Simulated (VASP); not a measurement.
# SrO (P6/mmm) in VASP: a series of runs

Runs on SrO. Level: PBE. Tasks: single point.

All numbers are computed with VASP 6.6.1; they aren't measurements. Logs are shortened: lines on timing, memory, paths and dates and some standing lists are left out, and cuts for length are marked.

### 1 The cell of the first run

The structure is hexagonal, space group P6/mmm (No. 191). The conventional cell has a = 3.237 Å, b = 3.237 Å, c = 7.838 Å, α = 90.00°, β = 90.00°, γ = 120.00°. Sr (site symmetry 6mm) has 6 O at 2.44 Å and 1 Sr at 3.15 Å within 3.2 Å. Within 2.5 Å of O (site symmetry -6m2) lie 3 O at 1.87 Å and 6 Sr at 2.44 Å.

### 2 Single point, PBE

File INCAR:

```
SYSTEM = SrO
  PREC = Accurate
  ENCUT = 520
  EDIFF = 1E-7
  ISMEAR = 0
  SIGMA = 0.1
  LREAL = .False.
  LASPH = .True.
  NELM = 100
  ALGO = Normal
  ISIF = 2
  LWAVE = .False.
  LCHARG = .False.
  GGA = PE
  NBANDS = 24
```

File KPOINTS:

```
regular mesh
0
Gamma
  6 6 2
  0 0 0
```

File POSCAR:

```
SrO
1.0
    3.2368138900      0.0000000000      0.0000000000
   -1.6184069400      2.8031630500      0.0000000000
    0.0000000000      0.0000000000      7.8378640900
Sr O
2 2
Direct
    0.0000000000      0.0000000000      0.7992355400
    0.0000000000      0.0000000000      0.2007644600
    0.3333333300      0.6666666700      0.0000000000
    0.6666666700      0.3333333300      0.0000000000
```

Potentials or basis: VASP PAW PBE potentials, release 64 (Sr_sv, O).

Started as:

```sh
cat potpaw_PBE.64/Sr_sv/POTCAR potpaw_PBE.64/O/POTCAR > POTCAR
mpirun -np 1 vasp_std > vasp.out
```

OUTCAR:

```text
SYSTEM = SrO
   PREC = Accurate
   ENCUT = 520
   EDIFF = 1E-7
   ISMEAR = 0
   LREAL = .False.
   LASPH = .True.
   NELM = 100
   ISIF = 2
   GGA = PE

 ion  position               nearest neighbor table
   1  0.000  0.000  0.799-   3 2.44   4 2.44   3 2.44   4 2.44   4 2.44   3 2.44   2 3.15   2 4.51
                             2 4.51   2 4.51   2 4.51   2 4.51   2 4.51   2 4.69
   2  0.000  0.000  0.201-   3 2.44   4 2.44   3 2.44   4 2.44   4 2.44   3 2.44   1 3.15   1 4.51
                             1 4.51   1 4.51   1 4.51   1 4.51   1 4.51   1 4.69
   3  0.333  0.667  0.000-   4 1.87   4 1.87   4 1.87   1 2.44   2 2.44   2 2.44   1 2.44   2 2.44
                             1 2.44
   4  0.667  0.333  0.000-   3 1.87   3 1.87   3 1.87   1 2.44   2 2.44   1 2.44   2 2.44   1 2.44
                             2 2.44

  LATTYP: Found a hexagonal cell.
 ALAT       =     3.2368138900
 C/A-ratio  =     2.4214750543

  Lattice vectors:

 A1 = (   3.2368138900,   0.0000000000,   0.0000000000)
 A2 = (  -1.6184069400,   2.8031630500,   0.0000000000)
 A3 = (   0.0000000000,   0.0000000000,   7.8378640900)

Analysis of symmetry for initial positions (statically):
=====================================================================
 Subroutine PRICEL returns:
 Original cell was already a primitive cell.

 Routine SETGRP: Setting up the symmetry group for a
 hexagonal supercell.

 Subroutine GETGRP returns: Found 24 space group operations
 (whereof 24 operations were pure point group operations)
 out of a pool of 24 trial point group operations.

The static configuration has the point symmetry D_6h.

Analysis of symmetry for dynamics (positions and initial velocities):
=====================================================================
 Subroutine PRICEL returns:
 Original cell was already a primitive cell.

 Routine SETGRP: Setting up the symmetry group for a
 hexagonal supercell.

 Subroutine GETGRP returns: Found 24 space group operations
 (whereof 24 operations were pure point group operations)
 out of a pool of 24 trial point group operations.

The dynamic configuration has the point symmetry D_6h.

 Subroutine INISYM returns: Found 24 space group operations
 (whereof 24 operations are pure point group operations),
 and found     1 'primitive' translations

----------------------------------------------------------------------------------------

                                     Primitive cell

  volume of cell :      71.1154

  direct lattice vectors                    reciprocal lattice vectors
     3.236813890  0.000000000  0.000000000     0.308945782  0.178369931  0.000000000
    -1.618406940  2.803163050  0.000000000     0.000000000  0.356739862  0.000000000
     0.000000000  0.000000000  7.837864090     0.000000000  0.000000000  0.127585780

  length of vectors
     3.236813890  3.236813882  7.837864090     0.356739861  0.356739862  0.127585780

  position of ions in fractional coordinates (direct lattice)
     0.000000000  0.000000000  0.799235540
     0.000000000  0.000000000  0.200764460
     0.333333330  0.666666670  0.000000000
     0.666666670  0.333333330  0.000000000

  ion indices of the primitive-cell ions
   primitive index   ion index
                 1           1
                 2           2
                 3           3
                 4           4

----------------------------------------------------------------------------------------

 KPOINTS: regular mesh

Automatic generation of k-mesh.
 Grid dimensions read from file:
 generate k-points for:    6    6    2

 Generating k-lattice:

  Cartesian coordinates                     Fractional coordinates (reciprocal lattice)
     0.051490964  0.029728322  0.000000000     0.166666667  0.000000000  0.000000000
     0.000000000  0.059456644  0.000000000     0.000000000  0.166666667  0.000000000
     0.000000000  0.000000000  0.063792890     0.000000000  0.000000000  0.500000000

  Length of vectors
     0.059456644  0.059456644  0.063792890

  Shift w.r.t. Gamma in fractional coordinates (k-lattice)
     0.000000000  0.000000000  0.000000000

 Subroutine IBZKPT returns following result:
 ===========================================

 Found     14 irreducible k-points:

 Following reciprocal coordinates:
            Coordinates               Weight
  0.000000  0.000000  0.000000      1.000000
  0.166667  0.000000  0.000000      6.000000
  0.333333  0.000000  0.000000      6.000000
  0.500000  0.000000  0.000000      3.000000
  0.166667  0.166667  0.000000      6.000000
  0.333333  0.166667  0.000000     12.000000
  0.333333  0.333333  0.000000      2.000000
  0.000000  0.000000  0.500000      1.000000
  0.166667  0.000000  0.500000      6.000000
  0.333333  0.000000  0.500000      6.000000
  0.500000  0.000000  0.500000      3.000000
  0.166667  0.166667  0.500000      6.000000
  0.333333  0.166667  0.500000     12.000000
  0.333333  0.333333  0.500000      2.000000
   k-points           NKPTS =     14   k-points in BZ     NKDIM =     14   number of bands    NBANDS=     24
   number of dos      NEDOS =    301   number of ions     NIONS =      4
   total plane-waves  NPLWV =  34560
   dimension x,y,z NGX =    24 NGY =   24 NGZ =   60
   dimension x,y,z NGXF=    48 NGYF=   48 NGZF=  120
   ions per type =               2   2
   NGX,Y,Z   is equivalent  to a cutoff of  12.33, 12.33, 12.73 a.u.
   NGXF,Y,Z  is equivalent  to a cutoff of  24.65, 24.65, 25.45 a.u.
 SYSTEM =  SrO
   PREC   = accura    normal or accurate (medium, high low for compatibility)
   ISTART =      0    job   : 0-new  1-cont  2-samecut
   ICHARG =      2    charge: 1-file 2-atom 10-const
   ISPIN  =      1    spin polarized calculation?
   LNONCOLLINEAR =      F non collinear calculations
   LSORBIT =      F    spin-orbit coupling
   LASPH  =      T    aspherical Exc in radial PAW
   ENCUT  =  520.0 eV  38.22 Ry    6.18 a.u.   6.02  6.02 14.57*2*pi/ulx,y,z
   NELM   =    100;   NELMIN=  2; NELMDL= -5     # of ELM steps
   EDIFF  = 0.1E-06   stopping-criterion for ELM
   LREAL  =      F    real-space projection
   EDIFFG = 0.1E-05   stopping-criterion for IOM
   NSW    =      0    number of steps for IOM
   IBRION =     -1    ionic relax: 0-MD 1-quasi-New 2-CG
   NFREE  =      0    steps in history (QN), initial steepest desc. (CG)
   ISIF   =      2    stress and relaxation
   ISYM   =      2    0-nonsym 1-usesym 2-fastsym
   POTIM  = 0.5000    time-step for ionic-motion
   TEBEG  =    0.0;   TEEND  =   0.0 temperature during run
   PSTRESS=    0.0 pullay stress
   NELECT =      32.0000    total number of electrons
   NUPDOWN=      -1.0000    fix difference up-down
   EMIN   =  10.00;   EMAX   =-10.00  energy-range for DOS
   EFERMI =   0.00;   METHOD = LEGACY
   ISMEAR =     0;   SIGMA  =   0.10  broadening in eV -4-tet -1-fermi 0-gaus
   EFERMI_NEDOS =   21; number of points for ismear=-14 and -15
   IALGO  =     38    algorithm
   IMIX   =      4    mixing-type and parameters
     AMIX     =   0.40;   BMIX     =  1.00
     AMIX_MAG =   1.60;   BMIX_MAG =  1.00
  volume/ion in A,a.u.               =      17.78       119.98
  Fermi-wavevector in a.u.,A,eV,Ry     =   1.254499  2.370659 21.412400  1.573767
  Thomas-Fermi vector in A             =   2.388301
   LORBIT       =      0    0 simple, 1 ext, 2 COOP (PROOUT), +10 PAW based schemes
   GGA     = PE    functional components
   LHFCALC =     F    Hartree Fock is set to
   AEXX    =    0.0000 exact exchange contribution
   IVDW    =     0    specifies the selected vdW correction
   LEPSILON=     F    determine dielectric tensor
   LRPA    =     F    only Hartree local field effects (RPA)
 non-spin polarized calculation
 Gauss-broadening in eV      SIGMA  =   0.10
  energy-cutoff  :      520.00
  volume of cell :       71.12
 maximum number of plane-waves:      1938
   NGX = 13   NGY = 13   NGZ = 29

 number of electron      32.0000009 magnetization

 Free energy of the ion-electron system (eV)
  ---------------------------------------------------
  ext. energy  EPLUGINS =         0.00000000
  ---------------------------------------------------
  free energy    TOTEN  =       -13.97370482 eV

  energy without entropy =      -13.96987009  energy(sigma->0) =      -13.97178745

 E-fermi :   4.7502     XC(G=0):  -9.7718

 val. band max:        4.6272871724   @ k =   0.1667   0.1667   0.5000
 cond. band min:       4.8736214914   @ k =   0.5000   0.0000   0.0000
 fundamental gap:      0.2463343190
 Fermi energy:         4.7502090558

 k-point     1 :       0.0000    0.0000    0.0000
  band No.  band energies     occupation
      1     -31.3574      2.00000
      2     -31.2094      2.00000
      3     -18.2834      2.00000
      4     -13.0414      2.00000
      5     -12.5864      2.00000
      6     -12.5864      2.00000
[... 16 lines left out ...]
     23       9.0900      0.00000
     24       9.0900      0.00000

 k-point     2 :       0.1667    0.0000    0.0000
  band No.  band energies     occupation
      1     -31.2749      2.00000
      2     -31.1376      2.00000
      3     -18.0609      2.00000
      4     -13.2752      2.00000
      5     -13.0586      2.00000
      6     -12.8945      2.00000
[... 16 lines left out ...]
     23       9.4961      0.00000
     24       9.9123      0.00000

 k-point     3 :       0.3333    0.0000    0.0000
  band No.  band energies     occupation
      1     -31.1039      2.00000
      2     -30.9893      2.00000
      3     -17.5171      2.00000
      4     -14.2654      2.00000
      5     -13.9801      2.00000
      6     -12.9668      2.00000
[... 16 lines left out ...]
     23      11.0780      0.00000
     24      11.1631      0.00000
[... 244 lines left out ...]
 k-point    13 :       0.3333    0.1667    0.5000
  band No.  band energies     occupation
      1     -31.0152      2.00000
      2     -30.9137      2.00000
      3     -17.0393      2.00000
      4     -14.8622      2.00000
      5     -14.1816      2.00000
      6     -13.5746      2.00000
[... 16 lines left out ...]
     23      10.8940      0.00000
     24      11.2775      0.00000

 k-point    14 :       0.3333    0.3333    0.5000
  band No.  band energies     occupation
      1     -30.9708      2.00000
      2     -30.8752      2.00000
      3     -16.0985      2.00000
      4     -16.0985      2.00000
      5     -13.8446      2.00000
      6     -13.8446      2.00000
[... 16 lines left out ...]
     23      10.5899      0.00000
     24      10.5899      0.00000

------------------------ aborting loop because EDIFF is reached ----------------------------------------

  FORCE on cell =-STRESS in cart. coord.  units (eV):
  Direction    XX          YY          ZZ          XY          YZ          ZX
  --------------------------------------------------------------------------------------
  -------------------------------------------------------------------------------------
  Total       22.6547285     22.6547284     -0.4521516      0.0000000      0.0000000      0.0000000
  in kB      510.3940790    510.3940768    -10.1866375      0.0000009      0.0000000      0.0000000
  external PRESSURE =     336.8671728 kB  Pullay stress =       0.0000000 kB

 VOLUME and BASIS-vectors are now :
 -----------------------------------------------------------------------------
  energy-cutoff  :      520.00
  volume of cell :       71.12
      direct lattice vectors                 reciprocal lattice vectors
     3.236813890  0.000000000  0.000000000     0.308945782  0.178369931  0.000000000
    -1.618406940  2.803163050  0.000000000     0.000000000  0.356739862  0.000000000
     0.000000000  0.000000000  7.837864090     0.000000000  0.000000000  0.127585780

 POSITION                                       TOTAL-FORCE (eV/Angst)
 -----------------------------------------------------------------------------------
      0.00000      0.00000      6.26430         0.000000      0.000000     -0.583914
      0.00000      0.00000      1.57356         0.000000     -0.000000      0.583914
     -0.00000      1.86878      0.00000         0.000000     -0.000000     -0.000000
      1.61841      0.93439      0.00000        -0.000000      0.000000     -0.000000
 -----------------------------------------------------------------------------------
    total drift:                                0.000000     -0.000000      0.000000

  FREE ENERGIE OF THE ION-ELECTRON SYSTEM (eV)
  ---------------------------------------------------
  free  energy   TOTEN  =       -13.9737048161 eV

  energy  without entropy=      -13.9698700914  energy(sigma->0) =      -13.97178745
```

Wall time 13 s (1 thread of Intel Xeon 6975P-C (Granite Rapids), shared host); peak memory 0.18 GiB.

Results:

```
Free energy            : -13.9737 eV
Pressure               : 33.7 GPa
Largest force          : 0.584 eV/Å
Band gap on the k mesh : zero (band 16 reaches 6.23 eV, above the bottom of band 17 at 3.04 eV)
```

Forces on the atoms (eV/Å):
```
Sr   0.000  0.000 -0.584
Sr   0.000  0.000  0.584
O    0.000  0.000  0.000
O    0.000  0.000  0.000
```

Caveat: the k points lie up to 0.40 Å⁻¹ apart.

### 3 Single point, PBE

This run uses another cell than the first one, of 24.41 Å³/atom, 1.373 times its volume.

File INCAR:

```
  ALGO = Normal
  EDIFF = 1E-7
  ENCUT = 520
  GGA = PE
  ISIF = 2
  ISMEAR = 0
  LASPH = True
  LCHARG = False
  LREAL = False
  LWAVE = False
  NBANDS = 24
  NELM = 100
  PREC = Accurate
  SIGMA = 0.1
```

File KPOINTS:

```
k-points
0
Gamma
  6 6 2
```

File POSCAR:

```
SrO
1.0
    3.9412472974     -0.0000000035      0.0000000000
   -1.9706236457      3.4132202839      0.0000000000
    0.0000000000      0.0000000000      7.2577164436
Sr O
2 2
Direct
    0.0000000000      0.0000000000      0.8064860410
    0.0000000000      0.0000000000      0.1935139590
    0.3333333333      0.6666666667      0.0000000000
    0.6666666667      0.3333333333      0.0000000000
```

Potentials or basis: VASP PAW PBE potentials, release 64 (Sr_sv, O).

Started as:

```sh
cat potpaw_PBE.64/Sr_sv/POTCAR potpaw_PBE.64/O/POTCAR > POTCAR
mpirun -np 1 vasp_std > vasp.out
```

OUTCAR:

```text
EDIFF = 1E-7
   ENCUT = 520
   GGA = PE
   ISIF = 2
   ISMEAR = 0
   LASPH = True
   LREAL = False
   NELM = 100
   PREC = Accurate

 ion  position               nearest neighbor table
   1  0.000  0.000  0.806-   3 2.67   4 2.67   4 2.67   3 2.67   4 2.67   3 2.67   2 2.81   2 4.45
                             2 4.84   2 4.84   2 4.84   2 4.84   2 4.84   2 4.84
   2  0.000  0.000  0.194-   3 2.67   4 2.67   4 2.67   3 2.67   4 2.67   3 2.67   1 2.81   1 4.45
                             1 4.84   1 4.84   1 4.84   1 4.84   1 4.84   1 4.84
   3  0.333  0.667  0.000-   1 2.67   2 2.67   1 2.67   2 2.67   1 2.67   2 2.67
   4  0.667  0.333  0.000-   1 2.67   2 2.67   1 2.67   2 2.67   1 2.67   2 2.67

  LATTYP: Found a hexagonal cell.
 ALAT       =     3.9412472974
 C/A-ratio  =     1.8414770493

  Lattice vectors:

 A1 = (   3.9412472974,  -0.0000000035,   0.0000000000)
 A2 = (  -1.9706236457,   3.4132202839,   0.0000000000)
 A3 = (   0.0000000000,   0.0000000000,   7.2577164436)

Analysis of symmetry for initial positions (statically):
[... 166 lines left out ...]

 E-fermi :   1.9984     XC(G=0):  -8.4146

 val. band max:        1.9721736551   @ k =   0.3333  -0.0000   0.5000
 cond. band min:       2.2087893610   @ k =   0.5000  -0.0000   0.0000
 fundamental gap:      0.2366157059
 Fermi energy:         1.9983853212

 k-point     1 :       0.0000    0.0000    0.0000
  band No.  band energies     occupation
      1     -33.3106      2.00000
      2     -33.0505      2.00000
      3     -17.0869      2.00000
      4     -15.0912      2.00000
      5     -15.0912      2.00000
      6     -14.8504      2.00000
[... 367 lines left out ...]
     23       8.0326      0.00000
     24       8.0326      0.00000

------------------------ aborting loop because EDIFF is reached ----------------------------------------

  FORCE on cell =-STRESS in cart. coord.  units (eV):
  Direction    XX          YY          ZZ          XY          YZ          ZX
  --------------------------------------------------------------------------------------
  -------------------------------------------------------------------------------------
  Total        0.1442726      0.1442726      0.0333783     -0.0000000     -0.0000000      0.0000000
  in kB        2.3675355      2.3675355      0.5477426     -0.0000000     -0.0000000      0.0000000
  external PRESSURE =       1.7609378 kB  Pullay stress =       0.0000000 kB

 VOLUME and BASIS-vectors are now :
 -----------------------------------------------------------------------------
  energy-cutoff  :      520.00
  volume of cell :       97.63
      direct lattice vectors                 reciprocal lattice vectors
     3.941247297 -0.000000003  0.000000000     0.253726784  0.146489227  0.000000000
    -1.970623646  3.413220284  0.000000000     0.000000000  0.292978454  0.000000000
     0.000000000  0.000000000  7.257716444     0.000000000  0.000000000  0.137784385

 POSITION                                       TOTAL-FORCE (eV/Angst)
 -----------------------------------------------------------------------------------
      0.00000      0.00000      5.85325         0.000000     -0.000000     -0.059494
      0.00000      0.00000      1.40447         0.000000     -0.000000      0.059494
      0.00000      2.27548      0.00000        -0.000000     -0.000000     -0.000000
      1.97062      1.13774      0.00000         0.000000      0.000000     -0.000000
 -----------------------------------------------------------------------------------
    total drift:                               -0.000000      0.000000      0.000000

  FREE ENERGIE OF THE ION-ELECTRON SYSTEM (eV)
  ---------------------------------------------------
  free  energy   TOTEN  =       -18.3647833093 eV

  energy  without entropy=      -18.3534025365  energy(sigma->0) =      -18.35909292
```

OSZICAR:

```text
N       E                     dE             d eps       ncg     rms          rms(c)
DAV:   1     0.206137264567E+03    0.20614E+03   -0.15765E+04   672   0.121E+03
DAV:   2    -0.124095979392E+02   -0.21855E+03   -0.20306E+03   920   0.289E+02
DAV:   3    -0.279079503890E+02   -0.15498E+02   -0.15380E+02  1064   0.696E+01
DAV:   4    -0.282975882357E+02   -0.38964E+00   -0.38934E+00   928   0.961E+00
[... 10 lines left out ...]
DAV:  15    -0.183647882402E+02    0.54899E-05   -0.40793E-05   920   0.361E-02    0.454E-02
DAV:  16    -0.183647849616E+02    0.32787E-05   -0.62002E-06   840   0.142E-02    0.309E-02
DAV:  17    -0.183647839743E+02    0.98728E-06   -0.18965E-05   816   0.210E-02    0.624E-03
DAV:  18    -0.183647832252E+02    0.74904E-06   -0.17839E-06   872   0.784E-03    0.139E-03
DAV:  19    -0.183647833093E+02   -0.84061E-07   -0.12698E-07   568   0.214E-03
   1 F= -.18364783E+02 E0= -.18359093E+02  d E =-.113808E-01
```

stdout:

```text
POSCAR found type information on POSCAR SrO
 POSCAR found :  2 types and       4 ions
 scaLAPACK will be used
 LDA part: xc-table for (Slater+PW92), standard interpolation
 POSCAR, INCAR and KPOINTS ok, starting setup
 FFT: planning ... GRIDC
 FFT: planning ... GRID_SOFT
 FFT: planning ... GRID
 WAVECAR not read
 entering main loop
```

It took 24 s on 1 thread of Intel Xeon 6975P-C (Granite Rapids), shared host; peak memory 0.21 GiB.

What came out:

| Item | Value |
| --- | --- |
| Free energy | -18.3648 eV |
| Pressure | 0.2 GPa |
| Largest force | 0.059 eV/Å |
| Band gap on the k mesh | zero (band 16 reaches 2.88 eV, above the bottom of band 17 at 1.11 eV) |

Forces on the atoms (eV/Å):
```
Sr   0.000  0.000 -0.059
Sr   0.000  0.000  0.059
O    0.000  0.000  0.000
O    0.000  0.000  0.000
```

Levels at points of the mesh, in eV from the Fermi level:
```
           k point  band 14  band 15  band 16  band 17  band 18  band 19  band 20  band 21
(0.00, 0.00, 0.00)    -1.62    -1.09    -0.89    -0.89     2.07     2.96     4.52     4.52
(0.50, 0.00, 0.00)    -2.46    -0.70     0.21     0.76     1.19     2.72     3.65     4.41
(0.00, 0.00, 0.50)    -1.09    -0.90    -0.88    -0.88     1.19     3.63     4.37     4.37
(0.50, 0.00, 0.50)    -2.46    -0.66     0.21     0.93     1.76     2.96     2.98     4.30
```

Caveat: the k points lie up to 0.43 Å⁻¹ apart.

[end of part 1 of 2]
